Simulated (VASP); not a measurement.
Write the native input for VASP 6.6.1 that does the following.

| Item | Value |
| --- | --- |
| Task | single point |
| Functional | r2SCAN |
| Potentials or basis | VASP PAW PBE potentials, release 64 (Li_sv, H) |
| Cutoff | 520 eV |
| k mesh | 10 × 10 × 10 |
| Occupations | gaussian, width 0.01 eV |
| Spin | no spin polarisation |
| Dipole correction | no |
| Further INCAR settings | ALGO = Normal; EDIFF = 1e-06; NBANDS = 9 |

LiH:

```
CELL_PARAMETERS angstrom
2.51525 0.01359 0.01359
0.01359 2.51525 0.01359
0.01359 0.01359 2.51525
ATOMIC_POSITIONS crystal
Li 0.00000 0.00000 0.00000
H 0.50000 0.50000 0.50000
```

This cell differs from its parent crystal: strain along [111] +1.6%.

One way to write it, as run:

POSCAR

```
LiH
1.0
    2.5152510574      0.0135923457      0.0135923457
    0.0135923457      2.5152510574      0.0135923457
    0.0135923457      0.0135923457      2.5152510574
Li H
1 1
Direct
    0.0000000000      0.0000000000      0.0000000000
    0.5000000000      0.5000000000      0.5000000000
```

INCAR.step1

```
PREC     = Accurate       # precision mode
ENCUT    = 520            # plane-wave cutoff, eV
ISMEAR   = 0              # smearing method
SIGMA    = 0.01           # smearing width, eV
LREAL    = False          # projectors in reciprocal space
LASPH    = True           # aspherical terms in the spheres
NELM     = 100            # most SCF steps
NBANDS   = 9              # bands
GGA      = PE             # functional
ALGO     = Normal         # electronic algorithm
EDIFF    = 1E-4           # SCF threshold, eV
LWAVE    = True           # write WAVECAR
LCHARG   = False          # write CHGCAR
```

INCAR.step2

```
PREC     = Accurate       # precision mode
ENCUT    = 520            # plane-wave cutoff, eV
EDIFF    = 1E-6           # SCF threshold, eV
ISMEAR   = 0              # smearing method
SIGMA    = 0.01           # smearing width, eV
LREAL    = False          # projectors in reciprocal space
LASPH    = True           # aspherical terms in the spheres
NELM     = 100            # most SCF steps
ALGO     = Normal         # electronic algorithm
ISIF     = 2              # what is computed and relaxed
LWAVE    = False          # write WAVECAR
LCHARG   = False          # write CHGCAR
METAGGA  = R2SCAN         # meta-GGA
LMIXTAU  = True         
NBANDS   = 9              # bands
ISTART   = 1
```

KPOINTS

```
Automatic mesh
0
Gamma
  10 10 10
```

Potentials or basis: VASP PAW PBE potentials, release 64 (Li_sv, H).

Command:

```bash
$ cat potpaw_PBE.64/Li_sv/POTCAR potpaw_PBE.64/H/POTCAR > POTCAR
$ cp INCAR.step1 INCAR
$ mpirun -np 1 vasp_std > vasp.out
$ cp INCAR.step2 INCAR
$ mpirun -np 1 vasp_std > vasp.out
```

It gave:

```
Band gap on the k mesh : 1.31 eV, indirect (least direct gap 4.77 eV)
```

Caveat: the cell differs from its parent crystal (strain along [111] +1.6%).

Run time: 36 s on 1 thread of Intel(R) Xeon(R) Platinum 8124M CPU @ 3.00GHz (Skylake/Cascade Lake) (shared host), peak memory 0.13 GiB.
